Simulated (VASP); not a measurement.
SnO2: single point with PBEsol

System: SnO2, a slab with vacuum.

```
O Sn
1.0
     6.42414    0.00000    0.00000
     0.00000    4.76897    0.00000
     0.00000    0.00000   21.61669
O Sn
12 6
Direct
  0.25000 0.19372 0.34695
  0.75000 0.19372 0.34695
  0.25000 0.80628 0.43243
  0.75000 0.80628 0.43243
  0.00000 0.30628 0.45726
  0.50000 0.30628 0.45726
  0.00000 0.70401 0.54079
  0.50001 0.70401 0.54079
  0.25001 0.21950 0.57257
  0.75001 0.21945 0.57255
  0.25002 0.85684 0.66002
  0.75003 0.85699 0.66004
  0.00000 0.00000 0.38969
  0.50000 0.00000 0.38969
  0.25000 0.49523 0.50012
  0.75000 0.49523 0.50012
  0.00002 0.98334 0.61170
  0.50002 0.98334 0.61170
```

```
Program                : VASP 6.6.1
Task                   : single point
Functional             : PBEsol
Potentials or basis    : VASP PAW PBE potentials, release 64 (O, Sn_d)
Cutoff                 : 520 eV
k mesh                 : 4 × 6 × 1
Occupations            : gaussian, width 0.05 eV
Spin                   : no spin polarisation
Dipole correction      : yes
Further INCAR settings : LREAL = Auto; ALGO = Normal; EDIFF = 1e-07; NBANDS = 93
```

The largest force is 2.191 eV/Å and the band gap on the k mesh is 1.37 eV.

Forces in eV/Å, atoms in the order of the input:
```
O    0.000 -1.279  0.173
O    0.000 -1.279  0.173
O    0.000 -0.834  0.038
O    0.000 -0.834  0.037
O    0.001 -0.040  0.182
O    0.000 -0.040  0.182
O    0.000  0.007 -0.006
O    0.000  0.007 -0.006
O    0.000  0.003  0.014
O    0.000  0.003  0.014
O    0.000 -0.028  0.069
O   -0.001 -0.030  0.068
Sn   0.000  2.138 -0.476
Sn   0.000  2.138 -0.476
Sn   0.000 -0.002 -0.004
Sn   0.000 -0.004 -0.006
Sn  -0.001  0.038  0.012
Sn   0.000  0.037  0.012
```

Levels at points of the mesh, in eV from the valence-band top:
| k point | band 75 | band 76 | band 77 | band 78 | band 79 | band 80 | band 81 | band 82 |
| --- | --- | --- | --- | --- | --- | --- | --- | --- |
| (0.00, 0.00, 0.00) | -0.31 | -0.29 | -0.14 | 0.00 | 1.37 | 2.34 | 3.83 | 4.31 |
| (0.50, 0.00, 0.00) | -0.36 | -0.36 | -0.10 | -0.10 | 3.04 | 3.04 | 3.65 | 3.65 |
| (0.00, 0.50, 0.00) | -0.35 | -0.23 | -0.14 | -0.08 | 2.61 | 2.94 | 3.48 | 4.17 |
| (0.50, 0.50, 0.00) | -0.35 | -0.35 | -0.11 | -0.11 | 3.30 | 3.30 | 4.01 | 4.01 |

Run time: 33 min on 1 thread of Oxide Virtual Turin-like Processor, with other jobs on the host, peak memory 0.86 GiB.

Caveat: the PAW data sets were made with another functional, which shifts forces and pressure a little; spin-orbit coupling is left out, which moves the levels of the heavy elements.
